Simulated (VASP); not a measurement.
# C2N3 (P6/mmm) in VASP: further runs, part 2 of 2

VASP 6.6.1. Earlier steps stand in the parts before.

**5. Relaxation of cell and atoms, PBE**

INCAR reads:

```
ALGO = Normal
EDIFF = 1E-6
EDIFFG = -0.01
ENCUT = 600
GGA = PE
IBRION = 2
ISIF = 3
ISMEAR = 0
LASPH = T
LCHARG = F
LREAL = F
LWAVE = F
NELM = 80
NSW = 100
PREC = Accurate
SIGMA = 0.02
```

KPOINTS reads:

```
k-points
0
Gamma
  6 6 4
```

POSCAR reads:

```
C2N3
1.0
    6.0445812897      0.0000000000      0.0000000000
   -3.0222906449      5.2347609522      0.0000000000
    0.0000000000      0.0000000000      7.0334493248
C N
4 6
Direct
    0.3333333333      0.6666666667      0.0975774603
    0.3333333333      0.6666666667      0.9024225397
    0.6666666667      0.3333333333      0.0975774603
    0.6666666667      0.3333333333      0.9024225397
    0.0000000000      0.0000000000      0.5782806125
    0.0000000000      0.0000000000      0.4217193875
    0.3333333333      0.6666666667      0.2634421480
    0.3333333333      0.6666666667      0.7365578520
    0.6666666667      0.3333333333      0.2634421480
    0.6666666667      0.3333333333      0.7365578520
```

Run with:

```console
$ cat potpaw_PBE.64/C/POTCAR potpaw_PBE.64/N/POTCAR > POTCAR
$ mpirun -np 1 vasp_std > vasp.out
```

It took 50 min on 1 thread of Intel Xeon Platinum 8488C (Sapphire Rapids), shared host; peak memory 0.43 GiB.

It converged, with:

* Free energy: -81.0180 eV
* Relaxed volume: 28.65 Å³/atom
* Relaxed cell: a = 6.701 Å, b = 6.701 Å, c = 7.366 Å, α = 90.00°, β = 90.00°, γ = 120.00°
* Space group after relaxing (to 0.1 Å): P6/mmm (No. 191)
* Energy gained by relaxing: 11.2 meV/atom
* Ionic steps: 86
* Pressure after relaxing: 0.0 GPa
* Largest force after relaxing: 0.006 eV/Å
* Band gap on the k mesh: 5.00 eV

Forces on the atoms (eV/Å):
```
C    0.000  0.000  0.003
C    0.000  0.000 -0.003
C    0.000  0.000  0.003
C    0.000  0.000 -0.003
N    0.000  0.000 -0.006
N    0.000  0.000  0.006
N    0.000  0.000  0.001
N    0.000  0.000 -0.001
N    0.000  0.000  0.001
N    0.000  0.000 -0.001
```

Step by step:
| step | energy change (eV) | largest force (eV/Å) | pressure (GPa) | volume (Å³) |
| --- | --- | --- | --- | --- |
| 1 | 0.0000 | 1.6956 | 1.35 | 222.55 |
| 4 | -0.0120 | 0.1964 | 0.46 | 222.85 |
| 7 | -0.0174 | 0.4769 | 0.00 | 225.87 |
| 10 | -0.0237 | 0.4143 | -0.04 | 227.78 |
| 13 | -0.0313 | 1.3731 | -0.21 | 244.18 |
| 16 | -0.0544 | 0.6135 | -0.35 | 243.47 |
| 19 | -0.0889 | 1.8237 | -0.94 | 272.90 |
| 22 | -0.1092 | 0.3918 | -0.25 | 289.90 |
| 25 | -0.1108 | 0.0841 | -0.06 | 286.33 |
| 28 | -0.1109 | 0.0743 | -0.04 | 286.00 |
| 31 | -0.1110 | 0.0371 | -0.03 | 285.46 |
| 34 | -0.1110 | 0.0059 | 0.00 | 285.33 |
| 37 | -0.1110 | 0.0389 | 0.01 | 285.29 |
| 40 | -0.1111 | 0.0392 | 0.00 | 285.17 |
| 43 | -0.1111 | 0.0728 | -0.03 | 284.90 |
| 46 | -0.1112 | 0.0672 | -0.03 | 284.80 |
| 49 | -0.1114 | 0.0704 | -0.04 | 283.90 |
| 52 | -0.1115 | 0.0286 | 0.00 | 283.28 |
| 55 | -0.1115 | 0.0319 | 0.01 | 283.19 |
| 58 | -0.1115 | 0.0108 | 0.01 | 283.21 |
| 61 | -0.1116 | 0.0063 | 0.04 | 283.23 |
| 64 | -0.1116 | 0.0297 | 0.04 | 283.39 |
| 67 | -0.1116 | 0.0530 | 0.05 | 283.62 |
| 70 | -0.1117 | 0.0548 | 0.03 | 284.12 |
| 73 | -0.1118 | 0.0888 | 0.02 | 285.10 |
| 76 | -0.1119 | 0.0309 | 0.04 | 286.11 |
| 79 | -0.1119 | 0.0162 | 0.03 | 286.25 |
| 82 | -0.1119 | 0.0129 | 0.01 | 286.42 |
| 85 | -0.1119 | 0.0113 | 0.00 | 286.45 |
| 86 | -0.1119 | 0.0061 | 0.01 | 286.46 |

Final structure:
```cif
data_structure
_symmetry_space_group_name_H-M 'P 1'
_symmetry_Int_Tables_number 1
_cell_length_a 6.7014
_cell_length_b 6.7014
_cell_length_c 7.3655
_cell_angle_alpha 90.000
_cell_angle_beta 90.000
_cell_angle_gamma 120.000
_cell_volume 286.46
loop_
_atom_site_label
_atom_site_type_symbol
_atom_site_fract_x
_atom_site_fract_y
_atom_site_fract_z
_atom_site_occupancy
C1 C 0.33333 0.66667 0.09317 1
C2 C 0.33333 0.66667 0.90683 1
C3 C 0.66667 0.33333 0.09317 1
C4 C 0.66667 0.33333 0.90683 1
N1 N 0.00000 0.00000 0.57554 1
N2 N 0.00000 0.00000 0.42446 1
N3 N 0.33333 0.66667 0.25206 1
N4 N 0.33333 0.66667 0.74794 1
N5 N 0.66667 0.33333 0.25206 1
N6 N 0.66667 0.33333 0.74794 1
```

Levels at points of the mesh, in eV from the valence-band top:
| k point | band 20 | band 21 | band 22 | band 23 | band 24 | band 25 | band 26 | band 27 |
| --- | --- | --- | --- | --- | --- | --- | --- | --- |
| (0.00, 0.00, 0.00) | -0.32 | -0.32 | -0.05 | -0.05 | 5.08 | 5.08 | 5.48 | 5.48 |
| (0.50, 0.00, 0.00) | -0.36 | -0.26 | -0.11 | -0.02 | 5.04 | 5.15 | 5.39 | 5.54 |
| (0.00, 0.00, 0.50) | -0.35 | -0.35 | -0.06 | -0.06 | 5.18 | 5.18 | 5.53 | 5.53 |
| (0.50, 0.00, 0.50) | -0.37 | -0.26 | -0.13 | -0.03 | 5.13 | 5.24 | 5.46 | 5.59 |

Caveat: the standard files for N, O and F lose accuracy on very short bonds; the volume moved by over 15 % at a fixed basis, so the end points are rough; this functional lacks dispersion, which holds the molecules together, so the pressure and a relaxed volume are unreliable.

**6. Overview**

| task | cell | k mesh | cutoff (eV) | smearing | gap on the mesh (eV) | pressure (GPa) | largest force (eV/Å) |
| --- | --- | --- | --- | --- | --- | --- | --- |
| single point | a = 6.045, b = 6.045, c = 7.033 Å, angles 90.0, 90.0, 120.0°, 10 atoms, atomic positions A | 4 × 4 × 3 | 520 | gaussian 0.2 eV | 4.67 | 1.5 | 1.78 |
| single point | a = 7.192, b = 7.192, c = 7.855 Å, angles 90.0, 90.0, 120.0°, 10 atoms, atomic positions B | 6 × 6 × 4 | 520 | gaussian 0.02 eV | 5.25 | 0.5 | 1.74 |
| single point | a = 7.686, b = 7.686, c = 7.944 Å, angles 90.0, 90.0, 120.0°, 10 atoms, atomic positions C | 6 × 6 × 4 | 520 | gaussian 0.01 eV | 5.36 | 0.4 | 1.74 |
| relaxation of cell and atoms | relaxed from a = 6.045, b = 6.045, c = 7.033 Å, angles 90.0, 90.0, 120.0°, 10 atoms, atomic positions A | 6 × 6 × 4 | 600 | gaussian 0.02 eV | 5.00 | 0.0 | 0.01 |

Alike in all rows: level PBE; potentials or basis VASP PAW PBE potentials, release 64 (C, N); no spin polarisation.

Caveats: the standard files for N, O and F lose accuracy on very short bonds; this functional lacks dispersion, which holds the molecules together, so the pressure and a relaxed volume are unreliable; forces of over 1 eV/Å act on the atoms, so gaps and moduli don't describe the material at rest (at least some runs); an odd mesh through Γ misses points on the zone boundary, where band edges can lie (at least some runs); the volume moved by over 15 % at a fixed basis, so the end points are rough (at least some runs).

Absolute energies hang on the potentials; compare differences alone.
